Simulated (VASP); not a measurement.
# MnS (Pm-3m) in VASP: a series of runs

The runs below take MnS through single point, with PBEsol.

All numbers are computed with VASP 6.6.1; they aren't measurements. Logs are shortened: lines on timing, memory, paths and dates and some standing lists are left out, and cuts for length are marked.

## Step 1: The cell of the first run

It takes space group Pm-3m (No. 221, cubic). Conventional cell: a = 3.099 Å, b = 3.099 Å, c = 3.099 Å, α = 90.00°, β = 90.00°, γ = 90.00°. Within 3.5 Å of Mn (site symmetry m-3m) lie 8 S at 2.68 Å and 6 Mn at 3.10 Å. Within 3.5 Å of S (site symmetry m-3m) lie 8 Mn at 2.68 Å and 6 S at 3.10 Å.

## Step 2: Single point, PBEsol, collinear spin, ferromagnetic start

Input file INCAR:

```
SYSTEM = MnS
  PREC = Accurate
  ENCUT = 520
  EDIFF = 1E-6
  ISMEAR = 1
  SIGMA = 0.3
  LREAL = .FALSE.
  LASPH = .TRUE.
  NELM = 150
  ALGO = Normal
  ISIF = 2
  LWAVE = .FALSE.
  LCHARG = .FALSE.
  ISPIN = 2
  MAGMOM = 5.2 0
  LORBIT = 11
  LMAXMIX = 4
  GGA = PS
  NBANDS = 20
```

Input file KPOINTS:

```
Automatic mesh
0
G
  7 7 7
  0 0 0
```

Input file POSCAR:

```
MnS
1.0
    3.0990400000      0.0000000000      0.0000000000
    0.0000000000      3.0990400000      0.0000000000
    0.0000000000      0.0000000000      3.0990400000
Mn S
1 1
Direct
    0.5000000000      0.5000000000      0.5000000000
    0.0000000000      0.0000000000      0.0000000000
```

Potentials or basis: VASP PAW PBE potentials, release 64 (Mn_pv, S).

Launch:

```console
$ cat potpaw_PBE.64/Mn_pv/POTCAR potpaw_PBE.64/S/POTCAR > POTCAR
$ mpirun -np 1 vasp_std > vasp.out
```

OUTCAR:

```text
SYSTEM = MnS
   PREC = Accurate
   ENCUT = 520
   EDIFF = 1E-6
   ISMEAR = 1
   LREAL = .FALSE.
   LASPH = .TRUE.
   NELM = 150
   ISIF = 2
   ISPIN = 2
   LORBIT = 11
   GGA = PS

 ion  position               nearest neighbor table
   1  0.500  0.500  0.500-   2 2.68   2 2.68   2 2.68   2 2.68   2 2.68   2 2.68   2 2.68   2 2.68

   2  0.000  0.000  0.000-   1 2.68   1 2.68   1 2.68   1 2.68   1 2.68   1 2.68   1 2.68   1 2.68

  LATTYP: Found a simple cubic cell.
 ALAT       =     3.0990400000

  Lattice vectors:

 A1 = (   3.0990400000,   0.0000000000,   0.0000000000)
 A2 = (   0.0000000000,   3.0990400000,   0.0000000000)
 A3 = (   0.0000000000,   0.0000000000,   3.0990400000)

Analysis of symmetry for initial positions (statically):
=====================================================================
 Subroutine PRICEL returns:
 Original cell was already a primitive cell.

 Routine SETGRP: Setting up the symmetry group for a
 simple cubic supercell.

 Subroutine GETGRP returns: Found 48 space group operations
[... 9 lines left out ...]

 Routine SETGRP: Setting up the symmetry group for a
 simple cubic supercell.

 Subroutine GETGRP returns: Found 48 space group operations
 (whereof 48 operations were pure point group operations)
 out of a pool of 48 trial point group operations.

The dynamic configuration has the point symmetry O_h .

Analysis of structural, dynamic, and magnetic symmetry:
=====================================================================
 Subroutine PRICEL returns:
 Original cell was already a primitive cell.

 Routine SETGRP: Setting up the symmetry group for a
 simple cubic supercell.

 Subroutine GETGRP returns: Found 48 space group operations
 (whereof 48 operations were pure point group operations)
 out of a pool of 48 trial point group operations.

The overall configuration has the point symmetry O_h .

 Subroutine INISYM returns: Found 48 space group operations
[... 5 lines left out ...]
                                     Primitive cell

  volume of cell :      29.7633

  direct lattice vectors                    reciprocal lattice vectors
     3.099040000  0.000000000  0.000000000     0.322680572  0.000000000  0.000000000
     0.000000000  3.099040000  0.000000000     0.000000000  0.322680572  0.000000000
     0.000000000  0.000000000  3.099040000     0.000000000  0.000000000  0.322680572

  length of vectors
     3.099040000  3.099040000  3.099040000     0.322680572  0.322680572  0.322680572

  position of ions in fractional coordinates (direct lattice)
     0.500000000  0.500000000  0.500000000
     0.000000000  0.000000000  0.000000000

  ion indices of the primitive-cell ions
   primitive index   ion index
                 1           1
                 2           2

----------------------------------------------------------------------------------------

 KPOINTS: Automatic mesh

Automatic generation of k-mesh.
 Grid dimensions read from file:
 generate k-points for:    7    7    7

 Generating k-lattice:

  Cartesian coordinates                     Fractional coordinates (reciprocal lattice)
     0.046097225  0.000000000  0.000000000     0.142857143  0.000000000  0.000000000
     0.000000000  0.046097225  0.000000000     0.000000000  0.142857143  0.000000000
     0.000000000  0.000000000  0.046097225     0.000000000  0.000000000  0.142857143

  Length of vectors
     0.046097225  0.046097225  0.046097225

  Shift w.r.t. Gamma in fractional coordinates (k-lattice)
     0.000000000  0.000000000  0.000000000

 Subroutine IBZKPT returns following result:
 ===========================================

 Found     20 irreducible k-points:

 Following reciprocal coordinates:
            Coordinates               Weight
  0.000000  0.000000  0.000000      1.000000
  0.142857  0.000000  0.000000      6.000000
  0.285714  0.000000  0.000000      6.000000
  0.428571  0.000000  0.000000      6.000000
  0.142857  0.142857  0.000000     12.000000
  0.285714  0.142857  0.000000     24.000000
[... 12 lines left out ...]
  0.428571  0.428571  0.285714     24.000000
  0.428571  0.428571  0.428571      8.000000
   k-points           NKPTS =     20   k-points in BZ     NKDIM =     20   number of bands    NBANDS=     20
   number of dos      NEDOS =    301   number of ions     NIONS =      2
   total plane-waves  NPLWV =  13824
   dimension x,y,z NGX =    24 NGY =   24 NGZ =   24
   dimension x,y,z NGXF=    48 NGYF=   48 NGZF=   48
   ions per type =               1   1
   NGX,Y,Z   is equivalent  to a cutoff of  12.87, 12.87, 12.87 a.u.
   NGXF,Y,Z  is equivalent  to a cutoff of  25.75, 25.75, 25.75 a.u.
 SYSTEM =  MnS
   PREC   = accura    normal or accurate (medium, high low for compatibility)
   ISTART =      0    job   : 0-new  1-cont  2-samecut
   ICHARG =      2    charge: 1-file 2-atom 10-const
   ISPIN  =      2    spin polarized calculation?
   LNONCOLLINEAR =      F non collinear calculations
   LSORBIT =      F    spin-orbit coupling
   LASPH  =      T    aspherical Exc in radial PAW
   ENCUT  =  520.0 eV  38.22 Ry    6.18 a.u.   5.76  5.76  5.76*2*pi/ulx,y,z
   NELM   =    150;   NELMIN=  2; NELMDL= -5     # of ELM steps
   EDIFF  = 0.1E-05   stopping-criterion for ELM
   LREAL  =      F    real-space projection
   EDIFFG = 0.1E-04   stopping-criterion for IOM
   NSW    =      0    number of steps for IOM
   IBRION =     -1    ionic relax: 0-MD 1-quasi-New 2-CG
   NFREE  =      0    steps in history (QN), initial steepest desc. (CG)
   ISIF   =      2    stress and relaxation
   ISYM   =      2    0-nonsym 1-usesym 2-fastsym
   POTIM  = 0.5000    time-step for ionic-motion
   TEBEG  =    0.0;   TEEND  =   0.0 temperature during run
   PSTRESS=    0.0 pullay stress
   NELECT =      19.0000    total number of electrons
   NUPDOWN=      -1.0000    fix difference up-down
   EMIN   =  10.00;   EMAX   =-10.00  energy-range for DOS
   EFERMI =   0.00;   METHOD = LEGACY
   ISMEAR =     1;   SIGMA  =   0.30  broadening in eV -4-tet -1-fermi 0-gaus
   EFERMI_NEDOS =   21; number of points for ismear=-14 and -15
   IALGO  =     38    algorithm
   IMIX   =      4    mixing-type and parameters
     AMIX     =   0.40;   BMIX     =  1.00
     AMIX_MAG =   1.60;   BMIX_MAG =  1.00
  volume/ion in A,a.u.               =      14.88       100.43
  Fermi-wavevector in a.u.,A,eV,Ry     =   1.409610  2.663776 27.034766  1.986999
  Thomas-Fermi vector in A             =   2.531648
   LORBIT       =     11    0 simple, 1 ext, 2 COOP (PROOUT), +10 PAW based schemes
   GGA     = PS    functional components
   LHFCALC =     F    Hartree Fock is set to
   AEXX    =    0.0000 exact exchange contribution
   IVDW    =     0    specifies the selected vdW correction
   LEPSILON=     F    determine dielectric tensor
   LRPA    =     F    only Hartree local field effects (RPA)
 spin polarized calculation
 Methfessel and Paxton  Order N= 1 SIGMA  =   0.30
  energy-cutoff  :      520.00
  volume of cell :       29.76
 maximum number of plane-waves:       812
 NGX is ok and might be reduce to    24
   NGX = 11   NGY = 11   NGZ = 11

 number of electron      18.9999973 magnetization       3.3347914

 Free energy of the ion-electron system (eV)
  ---------------------------------------------------
  ext. energy  EPLUGINS =         0.00000000
  ---------------------------------------------------
  free energy    TOTEN  =       -14.16603228 eV

  energy without entropy =      -14.16774110  energy(sigma->0) =      -14.16660188

 E-fermi :   8.3017     XC(G=0): -11.8287

 val. band max:        8.2929087495   @ k =   0.4286   0.4286   0.2857
 cond. band min:       8.3134303650   @ k =   0.2857   0.2857   0.1429
 fundamental gap:      0.0205216155
 Fermi energy:         8.3017419337

 spin component 1

 k-point     1 :       0.0000    0.0000    0.0000
  band No.  band energies     occupation
      1     -41.3120      1.00000
      2     -41.3120      1.00000
      3     -41.3120      1.00000
      4      -7.1850      1.00000
      5       4.9127      1.00000
      6       4.9127      1.00000
[... 12 lines left out ...]
     19      23.8971      0.00000
     20      23.8971      0.00000

 k-point     2 :       0.1429    0.0000    0.0000
  band No.  band energies     occupation
      1     -41.3192      1.00000
      2     -41.3114      1.00000
      3     -41.3114      1.00000
      4      -6.9626      1.00000
      5       4.0235      1.00000
      6       4.9879      1.00000
[... 406 lines left out ...]
 k-point    20 :       0.4286    0.4286    0.4286
  band No.  band energies     occupation
      1     -41.3408      1.00000
      2     -41.3407      1.00000
      3     -41.3407      1.00000
      4      -3.5536      1.00000
      5       2.1388      1.00000
      6       2.1388      1.00000
[... 12 lines left out ...]
     19      27.6282      0.00000
     20      30.3729      0.00000
 Fermi energy:         8.3017419337

 spin component 2

 k-point     1 :       0.0000    0.0000    0.0000
  band No.  band energies     occupation
      1     -37.7924      1.00000
      2     -37.7924      1.00000
      3     -37.7924      1.00000
      4      -7.1908      1.00000
      5       6.5013      1.00000
      6       6.5013      1.00000
[... 12 lines left out ...]
     19      24.5923      0.00000
     20      24.5923      0.00000

 k-point     2 :       0.1429    0.0000    0.0000
  band No.  band energies     occupation
      1     -37.8011      1.00000
      2     -37.7916      1.00000
      3     -37.7916      1.00000
      4      -6.9760      1.00000
      5       4.5776      1.00000
      6       6.4216      1.00000
[... 406 lines left out ...]
 k-point    20 :       0.4286    0.4286    0.4286
  band No.  band energies     occupation
      1     -37.8267      1.00000
      2     -37.8265      1.00000
      3     -37.8265      1.00000
      4      -3.6869      1.00000
      5       2.7210      1.00000
      6       2.7210      1.00000
[... 12 lines left out ...]
     19      28.0268      0.00000
     20      30.5925      0.00000

------------------------ aborting loop because EDIFF is reached ----------------------------------------

  FORCE on cell =-STRESS in cart. coord.  units (eV):
  Direction    XX          YY          ZZ          XY          YZ          ZX
  --------------------------------------------------------------------------------------
  -------------------------------------------------------------------------------------
  Total       -2.4061044     -2.4061044     -2.4061044      0.0000000      0.0000000      0.0000000
  in kB     -129.5219882   -129.5219882   -129.5219882      0.0000000      0.0000000      0.0000000
  external PRESSURE =    -129.5219882 kB  Pullay stress =       0.0000000 kB

 VOLUME and BASIS-vectors are now :
 -----------------------------------------------------------------------------
  energy-cutoff  :      520.00
  volume of cell :       29.76
      direct lattice vectors                 reciprocal lattice vectors
     3.099040000  0.000000000  0.000000000     0.322680572  0.000000000  0.000000000
     0.000000000  3.099040000  0.000000000     0.000000000  0.322680572  0.000000000
     0.000000000  0.000000000  3.099040000     0.000000000  0.000000000  0.322680572

 POSITION                                       TOTAL-FORCE (eV/Angst)
 -----------------------------------------------------------------------------------
      1.54952      1.54952      1.54952         0.000000      0.000000      0.000000
      0.00000      0.00000      0.00000         0.000000      0.000000      0.000000
 -----------------------------------------------------------------------------------
    total drift:                                0.000000      0.000000     -0.000000

  FREE ENERGIE OF THE ION-ELECTRON SYSTEM (eV)
  ---------------------------------------------------
  free  energy   TOTEN  =       -14.1660322755 eV

  energy  without entropy=      -14.1677411012  energy(sigma->0) =      -14.16660188

 total charge

# of ion       s       p       d       tot
------------------------------------------
    1        0.213   6.167   5.047  11.427
    2        1.367   2.239   0.000   3.606
--------------------------------------------------
tot          1.580   8.405   5.047  15.033

 magnetization (x)

# of ion       s       p       d       tot
------------------------------------------
    1        0.015   0.027   3.291   3.334
    2        0.025  -0.136   0.000  -0.111
--------------------------------------------------
tot          0.040  -0.109   3.291   3.223
```

Wall time 13 s (1 thread of Intel Xeon 6975P-C, shared host); peak memory 0.15 GiB.

Results:

* Free energy: -14.1660 eV
* Pressure: -13.0 GPa
* Net moment: 3.33 μB per cell
* Site moments: Mn +3.33; S -0.11 μB
* Valence electrons inside the program's atomic spheres: Mn 11.43; S 3.61

Levels at points of the mesh, in eV from the Fermi level:
Spin up:
```csv
k point,band 8,band 9,band 10,band 11,band 12,band 13,band 14,band 15
"(0.00, 0.00, 0.00)",-1.93,-1.93,-1.77,-1.77,-1.77,1.91,6.93,6.93
```
Spin down:
```
           k point  band 4  band 5  band 6  band 7  band 8  band 9  band 10  band 11  band 12  band 13
(0.00, 0.00, 0.00)  -15.49   -1.80   -1.80   -1.80   -1.15   -1.15     1.38     1.38     1.38     2.68
```

Caveat: the PAW data sets were made with another functional, which shifts forces and pressure a little; a cell with one magnetic atom can't hold antiferromagnetic order, which such compounds often take; semilocal functionals often make such compounds metallic where correlation or magnetic order opens a gap, which also shifts bond lengths. With open d or f shells a metallic result of PBEsol can be an artefact of self-interaction; +U or a hybrid may open a gap.

## Step 3: Single point, PBEsol, collinear spin, ferromagnetic start

Input file INCAR:

```
PREC     = Accurate       # precision mode
ENCUT    = 520            # plane-wave cutoff, eV
EDIFF    = 1E-7           # SCF threshold, eV
ISMEAR   = 1              # smearing method
SIGMA    = 0.2            # smearing width, eV
LREAL    = False          # projectors in reciprocal space
LASPH    = True           # aspherical terms in the spheres
NELM     = 150            # most SCF steps
ALGO     = Normal         # electronic algorithm
ISIF     = 2              # what is computed and relaxed
LWAVE    = False          # write WAVECAR
LCHARG   = False          # write CHGCAR
ISPIN    = 2              # spin polarisation
MAGMOM   = 5.2 0          # initial moments
LORBIT   = 11             # projections on sites
LMAXMIX  = 4              # l up to which the mixer works
GGA      = PS             # functional
NBANDS   = 20             # bands
```

Input file KPOINTS:

```
regular mesh
0
Gamma
  7 7 7
```

POSCAR is that of step 2.

Potentials or basis: VASP PAW PBE potentials, release 64 (Mn_pv, S).

Launch:

```console
$ cat potpaw_PBE.64/Mn_pv/POTCAR potpaw_PBE.64/S/POTCAR > POTCAR
$ mpirun -np 1 vasp_std > vasp.out
```

It took 15 s on 1 thread of Intel Xeon 6975P-C, shared host; peak memory 0.15 GiB.

The run converged. Its results:

* Free energy: -14.1671 eV
* Pressure: -13.0 GPa
* Net moment: 3.32 μB per cell
* Site moments: Mn +3.32; S -0.11 μB
* Valence electrons inside the program's atomic spheres: Mn 11.43; S 3.60

Levels at points of the mesh, in eV from the Fermi level:
Spin up:
| k point | band 7 | band 8 | band 9 | band 10 | band 11 | band 12 | band 13 | band 14 | band 15 | band 16 |
| --- | --- | --- | --- | --- | --- | --- | --- | --- | --- | --- |
| (0.00, 0.00, 0.00) | -1.91 | -1.91 | -1.91 | -1.77 | -1.77 | -1.77 | 1.91 | 6.94 | 6.94 | 15.37 |
Spin down:
```
           k point  band 5  band 6  band 7  band 8  band 9  band 10  band 11  band 12
(0.00, 0.00, 0.00)   -1.80   -1.80   -1.80   -1.15   -1.15     1.38     1.38     1.38
```

Caveat: the PAW data sets were made with another functional, which shifts forces and pressure a little; a cell with one magnetic atom can't hold antiferromagnetic order, which such compounds often take; semilocal functionals often make such compounds metallic where correlation or magnetic order opens a gap, which also shifts bond lengths. With open d or f shells a metallic result of PBEsol can be an artefact of self-interaction; +U or a hybrid may open a gap.
